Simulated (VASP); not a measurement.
# WCl4F2 in VASP: further runs, part 2 of 2

VASP 6.6.1. Earlier steps stand in the parts before.

**3. Relaxation of cell and atoms, PBE**

This run uses another cell than the first one, of 21.25 Å³/atom, 0.659 times its volume.

INCAR

```
ALGO = Normal
EDIFF = 1E-6
EDIFFG = -0.08
ENCUT = 600
GGA = PE
IBRION = 2
ISIF = 3
ISMEAR = 0
LASPH = T
LCHARG = F
LREAL = F
LWAVE = F
NELM = 100
NSW = 36
PREC = Accurate
SIGMA = 0.15
```

KPOINTS

```
k-points
0
Gamma
  3 3 3
```

POSCAR

```
WCl4F2
1.0
    5.7456831800      0.0000000000      0.0000000000
    2.8728415900      4.9759076000      0.0000000000
    2.8728415900      1.6586358700      5.2023656400
W Cl F
1 4 2
Direct
    0.0000000000      0.0000000000      0.0000000000
    0.4130000000      0.7470000000      0.7600000000
    0.7470000000      0.0800000000      0.7600000000
    0.2530000000      0.9200000000      0.2400000000
    0.5870000000      0.2530000000      0.2400000000
    0.0660000000      0.3390000000      0.8020000000
    0.9340000000      0.6610000000      0.1980000000
```

Potentials or basis: VASP PAW PBE potentials, release 64 (W_sv, Cl, F).

Command:

```console
$ cat potpaw_PBE.64/W_sv/POTCAR potpaw_PBE.64/Cl/POTCAR potpaw_PBE.64/F/POTCAR > POTCAR
$ mpirun -np 1 vasp_std > vasp.out
```

OUTCAR:

```text
EDIFF = 1E-6
   EDIFFG = -0.08
   ENCUT = 600
   GGA = PE
   IBRION = 2
   ISIF = 3
   ISMEAR = 0
   LASPH = T
   LREAL = F
   NELM = 100
   NSW = 36
   PREC = Accurate

 ion  position               nearest neighbor table
   1  0.000  0.000  0.000-   6 1.88   7 1.88   3 2.28   4 2.28   2 2.28   5 2.28
   2  0.413  0.747  0.760-   1 2.28
   3  0.747  0.080  0.760-   1 2.28
   4  0.253  0.920  0.240-   1 2.28
   5  0.587  0.253  0.240-   1 2.28
   6  0.066  0.339  0.802-   1 1.88
   7  0.934  0.661  0.198-   1 1.88

  LATTYP: Found a trigonal (rhomboedric) cell.
 ALAT       =     6.1700000002
 COS(alpha) =     0.5664062364

  Lattice vectors:

 A1 = (  -2.8728415900,   1.6586358700,   5.2023656400)
 A2 = (  -0.0000000000,  -3.3172717300,   5.2023656400)
 A3 = (   2.8728415900,   1.6586358700,   5.2023656400)

Analysis of symmetry for initial positions (statically):
=====================================================================
 Subroutine PRICEL returns:
 Original cell was already a primitive cell.

 Routine SETGRP: Setting up the symmetry group for a
 trigonal (rhombohedral) supercell.

 Subroutine GETGRP returns: Found  2 space group operations
 (whereof  2 operations were pure point group operations)
 out of a pool of 12 trial point group operations.

The static configuration has the point symmetry S_2 .

Analysis of symmetry for dynamics (positions and initial velocities):
=====================================================================
 Subroutine PRICEL returns:
 Original cell was already a primitive cell.

 Routine SETGRP: Setting up the symmetry group for a
 trigonal (rhombohedral) supercell.

 Subroutine GETGRP returns: Found  2 space group operations
 (whereof  2 operations were pure point group operations)
 out of a pool of 12 trial point group operations.

The dynamic configuration has the point symmetry S_2 .

 Subroutine INISYM returns: Found  2 space group operations
 (whereof  2 operations are pure point group operations),
 and found     1 'primitive' translations

----------------------------------------------------------------------------------------

                                     Primitive cell

  volume of cell :     148.7356

  direct lattice vectors                    reciprocal lattice vectors
     5.745683180  0.000000000  0.000000000     0.174043707 -0.100484181 -0.064073415
     2.872841590  4.975907600  0.000000000     0.000000000  0.200968362 -0.064073415
     2.872841590  1.658635870  5.202365640     0.000000000  0.000000000  0.192220245

  length of vectors
     5.745683180  5.745683183  6.170000000     0.210935263  0.210935263  0.192220245

  position of ions in fractional coordinates (direct lattice)
     0.000000000  0.000000000  0.000000000
     0.413000000  0.747000000  0.760000000
     0.747000000  0.080000000  0.760000000
     0.253000000  0.920000000  0.240000000
     0.587000000  0.253000000  0.240000000
     0.066000000  0.339000000  0.802000000
     0.934000000  0.661000000  0.198000000

  ion indices of the primitive-cell ions
   primitive index   ion index
                 1           1
                 2           2
                 3           3
                 4           4
                 5           5
                 6           6
                 7           7

----------------------------------------------------------------------------------------

 KPOINTS: k-points

Automatic generation of k-mesh.
[... 46 lines left out ...]
   PREC   = accura    normal or accurate (medium, high low for compatibility)
   ISTART =      0    job   : 0-new  1-cont  2-samecut
   ICHARG =      2    charge: 1-file 2-atom 10-const
   ISPIN  =      1    spin polarized calculation?
   LNONCOLLINEAR =      F non collinear calculations
   LSORBIT =      F    spin-orbit coupling
   LASPH  =      T    aspherical Exc in radial PAW
   ENCUT  =  600.0 eV  44.10 Ry    6.64 a.u.  11.48 11.48 12.32*2*pi/ulx,y,z
   NELM   =    100;   NELMIN=  2; NELMDL= -5     # of ELM steps
   EDIFF  = 0.1E-05   stopping-criterion for ELM
   LREAL  =      F    real-space projection
   EDIFFG = -.8E-01   stopping-criterion for IOM
   NSW    =     36    number of steps for IOM
   IBRION =      2    ionic relax: 0-MD 1-quasi-New 2-CG
   NFREE  =      1    steps in history (QN), initial steepest desc. (CG)
   ISIF   =      3    stress and relaxation
   ISYM   =      2    0-nonsym 1-usesym 2-fastsym
   POTIM  = 0.5000    time-step for ionic-motion
   TEBEG  =    0.0;   TEEND  =   0.0 temperature during run
   PSTRESS=    0.0 pullay stress
   NELECT =      56.0000    total number of electrons
   NUPDOWN=      -1.0000    fix difference up-down
   EMIN   =  10.00;   EMAX   =-10.00  energy-range for DOS
   EFERMI =   0.00;   METHOD = LEGACY
   ISMEAR =     0;   SIGMA  =   0.15  broadening in eV -4-tet -1-fermi 0-gaus
   EFERMI_NEDOS =   21; number of points for ismear=-14 and -15
   IALGO  =     38    algorithm
   IMIX   =      4    mixing-type and parameters
     AMIX     =   0.40;   BMIX     =  1.00
     AMIX_MAG =   1.60;   BMIX_MAG =  1.00
  volume/ion in A,a.u.               =      21.25       143.39
  Fermi-wavevector in a.u.,A,eV,Ry     =   1.182132  2.233905 19.013264  1.397436
  Thomas-Fermi vector in A             =   2.318392
   LORBIT       =      0    0 simple, 1 ext, 2 COOP (PROOUT), +10 PAW based schemes
   GGA     = PE    functional components
   LHFCALC =     F    Hartree Fock is set to
   AEXX    =    0.0000 exact exchange contribution
   IVDW    =     0    specifies the selected vdW correction
   LEPSILON=     F    determine dielectric tensor
   LRPA    =     F    only Hartree local field effects (RPA)
 conjugate gradient relaxation of ions
 non-spin polarized calculation
 Gauss-broadening in eV      SIGMA  =   0.15
  energy-cutoff  :      600.00
  volume of cell :      148.74
 maximum number of plane-waves:      5019
 NGX is ok and might be reduce to    48
   NGX = 23   NGY = 23   NGZ = 25

--------------------------------------- Ionic step        1  -------------------------------------------

 number of electron      55.9999998 magnetization

 Free energy of the ion-electron system (eV)
  ---------------------------------------------------
  ext. energy  EPLUGINS =         0.00000000
  ---------------------------------------------------
  free energy    TOTEN  =       -33.65558747 eV

  energy without entropy =      -33.65558747  energy(sigma->0) =      -33.65558747

------------------------ aborting loop because EDIFF is reached ----------------------------------------

  FORCE on cell =-STRESS in cart. coord.  units (eV):
  Direction    XX          YY          ZZ          XY          YZ          ZX
  --------------------------------------------------------------------------------------
  -------------------------------------------------------------------------------------
  Total        2.2450826      2.0752748      5.6636388      0.1054592     -0.2445783     -0.0247017
  in kB       24.1839949     22.3548280     61.0086306      1.1360046     -2.6345940     -0.2660861
  external PRESSURE =      35.8491512 kB  Pullay stress =       0.0000000 kB
[... 104 lines left out ...]
  FREE ENERGIE OF THE ION-ELECTRON SYSTEM (eV)
  ---------------------------------------------------
  free  energy   TOTEN  =       -33.7803977755 eV

  energy  without entropy=      -33.7803977755  energy(sigma->0) =      -33.78039778

 E-fermi :   0.1357     XC(G=0):  -8.1680

 val. band max:       -0.6849007722   @ k =  -0.3333   0.0000  -0.3333
 cond. band min:       1.1072674298   @ k =   0.3333   0.0000   0.0000
 fundamental gap:      1.7921682020
 Fermi energy:         0.1356882398

 k-point     1 :       0.0000    0.0000    0.0000
  band No.  band energies     occupation
      1     -75.9316      2.00000
      2     -40.2295      2.00000
      3     -39.9487      2.00000
      4     -39.9403      2.00000
      5     -23.1370      2.00000
      6     -22.4028      2.00000
[... 493 lines left out ...]
     32       4.6441      0.00000
     33       5.6627      0.00000

[... ionic steps 4 to 11 ...]

--------------------------------------- Ionic step       12  -------------------------------------------

 number of electron      55.9999998 magnetization

------------------------ aborting loop because EDIFF is reached ----------------------------------------
[... 77 lines left out ...]
--------------------------------------- Ionic step       14  -------------------------------------------

 number of electron      55.9999996 magnetization

 Free energy of the ion-electron system (eV)
  ---------------------------------------------------
  ext. energy  EPLUGINS =         0.00000000
  ---------------------------------------------------
  free energy    TOTEN  =       -34.16741512 eV

  energy without entropy =      -34.16741512  energy(sigma->0) =      -34.16741512

 E-fermi :  -1.1282     XC(G=0):  -7.2707

 val. band max:       -1.9497804970   @ k =  -0.3333   0.0000  -0.3333
 cond. band min:      -0.1411034068   @ k =   0.0000   0.0000   0.0000
 fundamental gap:      1.8086770902
 Fermi energy:        -1.1282359288

 k-point     1 :       0.0000    0.0000    0.0000
  band No.  band energies     occupation
      1     -77.2125      2.00000
      2     -41.5187      2.00000
      3     -41.2226      2.00000
      4     -41.2194      2.00000
      5     -24.4240      2.00000
      6     -23.6624      2.00000
[... 527 lines left out ...]
  FREE ENERGIE OF THE ION-ELECTRON SYSTEM (eV)
  ---------------------------------------------------
  free  energy   TOTEN  =       -34.1674151243 eV

  energy  without entropy=      -34.1674151243  energy(sigma->0) =      -34.16741512

 reached required accuracy - stopping structural energy minimisation
```

It took 6.6 min on 1 thread of Intel Xeon 6975P-C (Granite Rapids), shared host; peak memory 0.39 GiB.

What came out:

```yaml
Free_energy: -34.1674 eV
Relaxed_volume: 28.57 Å³/atom
Relaxed_cell: a = 6.402 Å, b = 6.205 Å, c = 6.809 Å, α = 63.62°, β = 62.53°, γ = 60.24°
Space_group_after_relaxing_to_0.05_Å: P-1 (No. 2)
Energy_gained_by_relaxing: 73.1 meV/atom
Ionic_steps: 14
Pressure_after_relaxing: 0.1 GPa
Largest_force_after_relaxing: 0.079 eV/Å
Band_gap_on_the_k_mesh: 1.81 eV, indirect (least direct gap 2.01 eV)
```

Forces on the atoms (eV/Å):
```
W    0.000  0.000  0.000
Cl  -0.016 -0.014 -0.054
Cl   0.020 -0.001 -0.023
Cl  -0.020  0.001  0.023
Cl   0.016  0.014  0.054
F   -0.034 -0.069  0.018
F    0.034  0.069 -0.018
```

Stress tensor (GPa, compression positive):
```
-0.03 -0.13  0.03
-0.13 -0.03  0.19
 0.03  0.19  0.21
```

Step by step:
```tsv
step	energy change (eV)	largest force (eV/Å)	pressure (GPa)	volume (Å³)
1	0.0000	0.5696	3.58	148.74
2	-0.1050	1.3897	-2.37	159.18
3	-0.1248	0.9866	-0.84	156.08
4	-0.2675	0.5361	0.04	159.92
5	-0.2953	0.4175	0.69	162.54
6	-0.3482	0.3213	0.88	166.21
7	-0.3682	0.5579	1.21	170.31
8	-0.3986	0.5059	0.97	173.07
9	-0.4640	0.3345	0.36	181.53
10	-0.4956	0.3230	-0.42	199.17
11	-0.4993	0.2336	-0.22	194.18
12	-0.5052	0.1308	0.09	195.72
13	-0.5074	0.1460	0.40	197.24
14	-0.5118	0.0790	0.05	200.01
```

Final structure:
```cif
data_structure
_symmetry_space_group_name_H-M 'P 1'
_symmetry_Int_Tables_number 1
_cell_length_a 6.4017
_cell_length_b 6.2046
_cell_length_c 6.8091
_cell_angle_alpha 63.623
_cell_angle_beta 62.527
_cell_angle_gamma 60.242
_cell_volume 200.01
loop_
_atom_site_label
_atom_site_type_symbol
_atom_site_fract_x
_atom_site_fract_y
_atom_site_fract_z
_atom_site_occupancy
W1 W 0.00000 0.00000 0.00000 1
Cl1 Cl 0.37040 0.77274 0.77135 1
Cl2 Cl 0.78580 0.07415 0.76975 1
Cl3 Cl 0.21420 0.92585 0.23025 1
Cl4 Cl 0.62960 0.22726 0.22865 1
F1 F 0.06344 0.30728 0.81655 1
F2 F 0.93656 0.69272 0.18345 1
```

Caveat: the k points lie up to 0.40 Å⁻¹ apart in the final cell; the volume moved by over 15 % at a fixed basis, so the end points are rough; spin-orbit coupling is left out, which moves the levels of the heavy elements; the relaxation stopped at a loose force limit of 0.08 eV/Å, so its end isn't a converged minimum.
